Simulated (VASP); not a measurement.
# Ga3Sb (I4/mmm) in VASP: single point with PBE

Aim: the single point of Ga3Sb with PBE.

All numbers are computed with VASP 6.6.1; they aren't measurements. Logs are shortened: lines on timing, memory, paths and dates and some standing lists are left out, and cuts for length are marked.

### 1 The cell of the first run

Symmetry: I4/mmm, No. 139, tetragonal system. Conventional cell: a = 4.574 Å, b = 4.574 Å, c = 8.433 Å, α = 90.00°, β = 90.00°, γ = 90.00°. Within 4.1 Å of Ga (site symmetry -4m2) lie 8 Ga at 3.11 to 3.23 Å and 4 Sb at 3.11 Å. Within 4.1 Å of Ga (site symmetry 4/mmm) lie 8 Ga at 3.11 Å and 4 Sb at 3.23 Å. Within 4.1 Å of Sb (site symmetry 4/mmm) lie 12 Ga at 3.11 to 3.23 Å.

### 2 Single point, PBE

The input, INCAR:

```
ALGO = Fast
EDIFF = 1E-6
ENCUT = 520
GGA = PE
ISIF = 2
ISMEAR = 0
LASPH = True
LCHARG = False
LREAL = False
LWAVE = False
NBANDS = 30
NELM = 80
PREC = Accurate
SIGMA = 0.1
```

The input, KPOINTS:

```
k-points
0
Gamma
  14 14 14
```

The input, POSCAR:

```
Ga3Sb
1.0
   -2.2869652836      2.2869652836      4.2166941792
    2.2869652836     -2.2869652836      4.2166941792
    2.2869652836      2.2869652836     -4.2166941792
Ga Sb
3 1
Direct
    0.7500000000      0.2500000000      0.5000000000
    0.2500000000      0.7500000000      0.5000000000
    0.5000000000      0.5000000000      0.0000000000
    0.0000000000      0.0000000000      0.0000000000
```

Potentials or basis: VASP PAW PBE potentials, release 64 (Ga_d, Sb).

Run with:

```sh
cat potpaw_PBE.64/Ga_d/POTCAR potpaw_PBE.64/Sb/POTCAR > POTCAR
mpirun -np 1 vasp_std > vasp.out
```

OUTCAR:

```text
EDIFF = 1E-6
   ENCUT = 520
   GGA = PE
   ISIF = 2
   ISMEAR = 0
   LASPH = True
   LREAL = False
   NELM = 80
   PREC = Accurate

 ion  position               nearest neighbor table
   1  0.750  0.250  0.500-   4 3.11   4 3.11   4 3.11   4 3.11
   2  0.250  0.750  0.500-   4 3.11   4 3.11   4 3.11   4 3.11
   3  0.500  0.500  0.000-   4 3.23   4 3.23   4 3.23   4 3.23
   4  0.000  0.000  0.000-   1 3.11   2 3.11   1 3.11   2 3.11   1 3.11   2 3.11   1 3.11   2 3.11
                             3 3.23   3 3.23   3 3.23   3 3.23

  LATTYP: Found a body centered tetragonal cell.
 ALAT       =     4.5739305672
 C/A-ratio  =     1.8437945733

  Lattice vectors:

 A1 = (  -2.2869652836,   2.2869652836,   4.2166941792)
 A2 = (   2.2869652836,  -2.2869652836,   4.2166941792)
 A3 = (   2.2869652836,   2.2869652836,  -4.2166941792)

Analysis of symmetry for initial positions (statically):
=====================================================================
 Subroutine PRICEL returns:
 Original cell was already a primitive cell.

 Routine SETGRP: Setting up the symmetry group for a
 body centered tetragonal supercell.

 Subroutine GETGRP returns: Found 16 space group operations
 (whereof 16 operations were pure point group operations)
 out of a pool of 16 trial point group operations.

The static configuration has the point symmetry D_4h.

Analysis of symmetry for dynamics (positions and initial velocities):
=====================================================================
 Subroutine PRICEL returns:
 Original cell was already a primitive cell.

 Routine SETGRP: Setting up the symmetry group for a
 body centered tetragonal supercell.

 Subroutine GETGRP returns: Found 16 space group operations
 (whereof 16 operations were pure point group operations)
 out of a pool of 16 trial point group operations.

The dynamic configuration has the point symmetry D_4h.

 Subroutine INISYM returns: Found 16 space group operations
 (whereof 16 operations are pure point group operations),
 and found     1 'primitive' translations

----------------------------------------------------------------------------------------

                                     Primitive cell

  volume of cell :      88.2168

  direct lattice vectors                    reciprocal lattice vectors
    -2.286965284  2.286965284  4.216694179     0.000000000  0.218630341  0.118576301
     2.286965284 -2.286965284  4.216694179     0.218630341  0.000000000  0.118576301
     2.286965284  2.286965284 -4.216694179     0.218630341  0.218630341  0.000000000

  length of vectors
     5.314219625  5.314219625  5.314219625     0.248715832  0.248715832  0.309189994

  position of ions in fractional coordinates (direct lattice)
     0.750000000  0.250000000  0.500000000
     0.250000000  0.750000000  0.500000000
     0.500000000  0.500000000  0.000000000
     0.000000000  0.000000000  0.000000000

  ion indices of the primitive-cell ions
   primitive index   ion index
                 1           1
                 2           2
                 3           3
                 4           4

----------------------------------------------------------------------------------------

 KPOINTS: k-points

Automatic generation of k-mesh.
 Grid dimensions read from file:
 generate k-points for:   14   14   14

 Generating k-lattice:

  Cartesian coordinates                     Fractional coordinates (reciprocal lattice)
     0.000000000  0.015616453  0.008469736     0.071428571  0.000000000 -0.000000000
     0.015616453  0.000000000  0.008469736     0.000000000  0.071428571 -0.000000000
     0.015616453  0.015616453  0.000000000     0.000000000  0.000000000  0.071428571

  Length of vectors
     0.017765417  0.017765417  0.022085000

  Shift w.r.t. Gamma in fractional coordinates (k-lattice)
     0.000000000  0.000000000  0.000000000

 Subroutine IBZKPT returns following result:
 ===========================================

 Found    244 irreducible k-points:

 Following reciprocal coordinates:
            Coordinates               Weight
  0.000000  0.000000  0.000000      1.000000
  0.071429 -0.000000  0.000000      8.000000
  0.142857  0.000000 -0.000000      8.000000
  0.214286 -0.000000  0.000000      8.000000
  0.285714  0.000000  0.000000      8.000000
  0.357143 -0.000000  0.000000      8.000000
[... 16 lines left out ...]
  0.214286  0.142857  0.000000     16.000000
  0.285714  0.142857  0.000000     16.000000
 [... further k-points ...]
   k-points           NKPTS =    244   k-points in BZ     NKDIM =    244   number of bands    NBANDS=     30
   number of dos      NEDOS =    301   number of ions     NIONS =      4
   total plane-waves  NPLWV =  64000
   dimension x,y,z NGX =    40 NGY =   40 NGZ =   40
   dimension x,y,z NGXF=    80 NGYF=   80 NGZF=   80
   ions per type =               3   1
   NGX,Y,Z   is equivalent  to a cutoff of  12.51, 12.51, 12.51 a.u.
   NGXF,Y,Z  is equivalent  to a cutoff of  25.03, 25.03, 25.03 a.u.
 SYSTEM =  unknown system
   PREC   = accura    normal or accurate (medium, high low for compatibility)
   ISTART =      0    job   : 0-new  1-cont  2-samecut
   ICHARG =      2    charge: 1-file 2-atom 10-const
   ISPIN  =      1    spin polarized calculation?
   LNONCOLLINEAR =      F non collinear calculations
   LSORBIT =      F    spin-orbit coupling
   LASPH  =      T    aspherical Exc in radial PAW
   ENCUT  =  520.0 eV  38.22 Ry    6.18 a.u.   9.88  9.88  9.88*2*pi/ulx,y,z
   NELM   =     80;   NELMIN=  2; NELMDL= -5     # of ELM steps
   EDIFF  = 0.1E-05   stopping-criterion for ELM
   LREAL  =      F    real-space projection
   EDIFFG = 0.1E-04   stopping-criterion for IOM
   NSW    =      0    number of steps for IOM
   IBRION =     -1    ionic relax: 0-MD 1-quasi-New 2-CG
   NFREE  =      0    steps in history (QN), initial steepest desc. (CG)
   ISIF   =      2    stress and relaxation
   ISYM   =      2    0-nonsym 1-usesym 2-fastsym
   POTIM  = 0.5000    time-step for ionic-motion
   TEBEG  =    0.0;   TEEND  =   0.0 temperature during run
   PSTRESS=    0.0 pullay stress
   NELECT =      44.0000    total number of electrons
   NUPDOWN=      -1.0000    fix difference up-down
   EMIN   =  10.00;   EMAX   =-10.00  energy-range for DOS
   EFERMI =   0.00;   METHOD = LEGACY
   ISMEAR =     0;   SIGMA  =   0.10  broadening in eV -4-tet -1-fermi 0-gaus
   EFERMI_NEDOS =   21; number of points for ismear=-14 and -15
   IALGO  =     68    algorithm
   IMIX   =      4    mixing-type and parameters
     AMIX     =   0.40;   BMIX     =  1.00
     AMIX_MAG =   1.60;   BMIX_MAG =  1.00
  volume/ion in A,a.u.               =      22.05       148.83
  Fermi-wavevector in a.u.,A,eV,Ry     =   1.298301  2.453433 22.933774  1.685585
  Thomas-Fermi vector in A             =   2.429638
   LORBIT       =      0    0 simple, 1 ext, 2 COOP (PROOUT), +10 PAW based schemes
   GGA     = PE    functional components
   LHFCALC =     F    Hartree Fock is set to
   AEXX    =    0.0000 exact exchange contribution
   IVDW    =     0    specifies the selected vdW correction
   LEPSILON=     F    determine dielectric tensor
   LRPA    =     F    only Hartree local field effects (RPA)
 non-spin polarized calculation
 RMM-DIIS sequential band-by-band and
 Gauss-broadening in eV      SIGMA  =   0.10
  energy-cutoff  :      520.00
  volume of cell :       88.22
 maximum number of plane-waves:      2402
   NGX = 19   NGY = 19   NGZ = 19

 number of electron      43.9999997 magnetization

 Free energy of the ion-electron system (eV)
  ---------------------------------------------------
  ext. energy  EPLUGINS =         0.00000000
  ---------------------------------------------------
  free energy    TOTEN  =       -12.59233943 eV

  energy without entropy =      -12.58668731  energy(sigma->0) =      -12.58951337

 E-fermi :   6.0319     XC(G=0): -10.4942

 val. band max:        6.0288930163   @ k =  -0.0714   0.5000   0.0714
 cond. band min:       6.0343022909   @ k =  -0.2857   0.3571   0.2857
 fundamental gap:      0.0054092746
 Fermi energy:         6.0318698677

 k-point     1 :       0.0000    0.0000    0.0000
  band No.  band energies     occupation
      1      -8.9252      2.00000
      2      -8.8974      2.00000
      3      -8.8750      2.00000
      4      -8.8729      2.00000
      5      -8.8729      2.00000
      6      -8.8513      2.00000
[... 22 lines left out ...]
     29      11.9169      0.00000
     30      12.3627      0.00000

 k-point     2 :       0.0714   -0.0000    0.0000
  band No.  band energies     occupation
      1      -8.9231      2.00000
      2      -8.8969      2.00000
      3      -8.8803      2.00000
      4      -8.8762      2.00000
      5      -8.8669      2.00000
      6      -8.8565      2.00000
[... 22 lines left out ...]
     29      12.2338      0.00000
     30      12.6786      0.00000

 k-point     3 :       0.1429    0.0000   -0.0000
  band No.  band energies     occupation
      1      -8.9171      2.00000
      2      -8.8977      2.00000
      3      -8.8834      2.00000
      4      -8.8808      2.00000
      5      -8.8667      2.00000
      6      -8.8536      2.00000
[... 22 lines left out ...]
     29      13.0122      0.00000
     30      13.4641      0.00000

 k-point     4 :       0.2143   -0.0000    0.0000
  band No.  band energies     occupation
      1      -8.9078      2.00000
      2      -8.9001      2.00000
      3      -8.8912      2.00000
      4      -8.8744      2.00000
      5      -8.8698      2.00000
      6      -8.8447      2.00000
[... 22 lines left out ...]
     29      13.0579      0.00000
     30      13.7997      0.00000

 k-point     5 :       0.2857    0.0000    0.0000
  band No.  band energies     occupation
      1      -8.9010      2.00000
      2      -8.9005      2.00000
      3      -8.8928      2.00000
      4      -8.8721      2.00000
      5      -8.8641      2.00000
      6      -8.8351      2.00000
[... 22 lines left out ...]
     29      11.9266      0.00000
     30      12.6727      0.00000
[... 526 lines left out ...]
     29      12.1471      0.00000
     30      13.1857      0.00000

 k-point    22 :       0.1429    0.1429    0.0000
  band No.  band energies     occupation
      1      -8.9130      2.00000
      2      -8.9048      2.00000
      3      -8.8881      2.00000
      4      -8.8819      2.00000
      5      -8.8636      2.00000
      6      -8.8547      2.00000
[... 22 lines left out ...]
     29      12.0296      0.00000
     30      12.5716      0.00000

 k-point    23 :       0.2143    0.1429    0.0000
  band No.  band energies     occupation
      1      -8.9148      2.00000
      2      -8.8993      2.00000
      3      -8.8911      2.00000
      4      -8.8760      2.00000
      5      -8.8672      2.00000
      6      -8.8451      2.00000
[... 22 lines left out ...]
     29      10.8732      0.00000
     30      13.1097      0.00000

 k-point    24 :       0.2857    0.1429    0.0000
  band No.  band energies     occupation
      1      -8.9156      2.00000
      2      -8.8936      2.00000
      3      -8.8889      2.00000
      4      -8.8723      2.00000
      5      -8.8657      2.00000
      6      -8.8342      2.00000
[... 22 lines left out ...]
     29      11.3607      0.00000
     30      13.2514      0.00000

 [... further k-points ...]

------------------------ aborting loop because EDIFF is reached ----------------------------------------

  FORCE on cell =-STRESS in cart. coord.  units (eV):
  Direction    XX          YY          ZZ          XY          YZ          ZX
  --------------------------------------------------------------------------------------
  -------------------------------------------------------------------------------------
  Total       -0.0171752     -0.0171752     -0.0030416      0.0000000      0.0000000      0.0000000
  in kB       -0.3119329     -0.3119329     -0.0552402      0.0000000      0.0000000      0.0000000
  external PRESSURE =      -0.2263687 kB  Pullay stress =       0.0000000 kB

 VOLUME and BASIS-vectors are now :
 -----------------------------------------------------------------------------
  energy-cutoff  :      520.00
  volume of cell :       88.22
      direct lattice vectors                 reciprocal lattice vectors
    -2.286965284  2.286965284  4.216694179     0.000000000  0.218630341  0.118576301
     2.286965284 -2.286965284  4.216694179     0.218630341  0.000000000  0.118576301
     2.286965284  2.286965284 -4.216694179     0.218630341  0.218630341  0.000000000

 POSITION                                       TOTAL-FORCE (eV/Angst)
 -----------------------------------------------------------------------------------
      0.00000      2.28697      2.10835        -0.000000      0.000000      0.000000
      2.28697      0.00000      2.10835         0.000000      0.000000     -0.000000
      0.00000      0.00000      4.21669         0.000000     -0.000000      0.000000
      0.00000      0.00000      0.00000         0.000000     -0.000000      0.000000
 -----------------------------------------------------------------------------------
    total drift:                               -0.000000     -0.000000      0.000000

  FREE ENERGIE OF THE ION-ELECTRON SYSTEM (eV)
  ---------------------------------------------------
  free  energy   TOTEN  =       -12.5923394251 eV

  energy  without entropy=      -12.5866873088  energy(sigma->0) =      -12.58951337
```

Run time: 10 min. Hardware: 1 thread of Intel Xeon Platinum 8259CL at 2.50GHz (Skylake/Cascade Lake), shared host; peak memory 0.64 GiB.

Results:

| Quantity | Value |
| --- | --- |
| Free energy | -12.5923 eV |
| Pressure | 0.0 GPa |
| Band gap on the k mesh | zero (band 22 reaches 8.58 eV, above the bottom of band 23 at 4.26 eV) |

Caveat: spin-orbit coupling is left out, which moves the levels of the heavy elements.
